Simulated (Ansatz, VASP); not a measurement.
NbCd3: VASP beside Ansatz

```
CELL_PARAMETERS angstrom
4.21500 0.00000 0.00000
0.00000 4.21500 0.00000
0.00000 0.00000 4.28525
ATOMIC_POSITIONS crystal
Nb 0.00000 0.00000 0.00000
Cd 0.00000 0.50000 0.50000
Cd 0.50000 0.00000 0.50000
Cd 0.50000 0.50000 0.00000
```

Alike in both runs: task single point; functional PBE; k mesh 8 × 8 × 8; occupations fermi-dirac, width 0.1 eV; no spin polarisation.

|  | VASP | Ansatz |
| --- | --- | --- |
| version | VASP 6.6.1 | Ansatz 0.2.0 |
| potentials or method | VASP PAW PBE potentials, release 64 (Nb_sv, Cd), cutoff 520 eV | plane waves, PAW |
| valence electrons in the cell | 49 | 73 |

|  | VASP | Ansatz | Ansatz less VASP |
| --- | --- | --- | --- |
| pressure (GPa) | 5.7 | 5.2 | -0.49 |
| traceless stress, the component that is largest in VASP (GPa) | -0.85 | -0.84 | +0.010 |

VASP's potentials hold 49 valence electrons a cell and Ansatz's 73, so a difference there can come from the potentials and not from the codes.
